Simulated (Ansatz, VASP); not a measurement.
**PbS in VASP and in Ansatz**

The input POSCAR:

```
PbS
1.0
    0.0000000000      3.3009774971      3.3009774971
    3.3009774971      0.0000000000      3.3009774971
    3.3009774971      3.3009774971      0.0000000000
Pb S
1 1
Direct
    0.0000000000      0.0000000000      0.0000000000
    0.2500000000      0.2500000000      0.2500000000
```

File INCAR.step1:

```
PREC     = Accurate       # precision mode
ENCUT    = 550            # plane-wave cutoff, eV
ISMEAR   = 0              # smearing method
SIGMA    = 0.001          # smearing width, eV
LREAL    = False          # projectors in reciprocal space
LASPH    = True           # aspherical terms in the spheres
NELM     = 120            # most SCF steps
NBANDS   = 17             # bands
GGA      = PE             # functional
ALGO     = Normal         # electronic algorithm
EDIFF    = 1E-5           # SCF threshold, eV
LWAVE    = True           # write WAVECAR
LCHARG   = False          # write CHGCAR
GGA_COMPAT= False
```

The input INCAR.step2:

```
PREC     = Accurate       # precision mode
ENCUT    = 550            # plane-wave cutoff, eV
EDIFF    = 1E-6           # SCF threshold, eV
ISMEAR   = 0              # smearing method
SIGMA    = 0.001          # smearing width, eV
LREAL    = False          # projectors in reciprocal space
LASPH    = True           # aspherical terms in the spheres
NELM     = 120            # most SCF steps
ALGO     = Normal         # electronic algorithm
ISIF     = 2              # what is computed and relaxed
LWAVE    = False          # write WAVECAR
LCHARG   = False          # write CHGCAR
METAGGA  = R2SCAN         # meta-GGA
LMIXTAU  = True         
NBANDS   = 17             # bands
ISTART   = 1            
GGA_COMPAT= False
```

The input KPOINTS:

```
regular mesh
0
Gamma
  4 4 4
```

Input for Ansatz:

```yaml
crystal:
  lattice:
    - [0.0, 3.3009774971, 3.3009774971]
    - [3.3009774971, 0.0, 3.3009774971]
    - [3.3009774971, 3.3009774971, 0.0]
  atoms:
    - { symbol: Pb, position: [0.0, 0.0, 0.0] }
    - { symbol: S, position: [0.25, 0.25, 0.25] }
kpoints:
  mp_grid: { grid: [4, 4, 4] }
hamiltonian:
  xc: r2scan
scf:
  occupations: { method: gaussian, width: 0.001 }
  n_extra_bands: 4
output:
  forces: true
  stress: true
  eigenvalues: true
```

Alike in both runs: task single point; functional r2SCAN; k mesh 4 × 4 × 4; occupations gaussian, width 0.001 eV; no spin polarisation.

|  | VASP | Ansatz |
| --- | --- | --- |
| version | VASP 6.6.1 | Ansatz 0.2.0 |
| potentials or method | VASP PAW PBE potentials, release 64 (Pb_d, S) | plane waves |
| plane-wave cutoff (eV) | 550 | 500 |
| valence electrons in the cell | 20 | 20 |

```tsv
	VASP	Ansatz	Ansatz less VASP
gap on the k mesh at the Fermi level (eV)	0.95	0.95	0.000
pressure (GPa)	0.0	-0.1	-0.01
```

VASP's potentials were made for PBE, not for r2SCAN.

Spin-orbit coupling is off throughout.
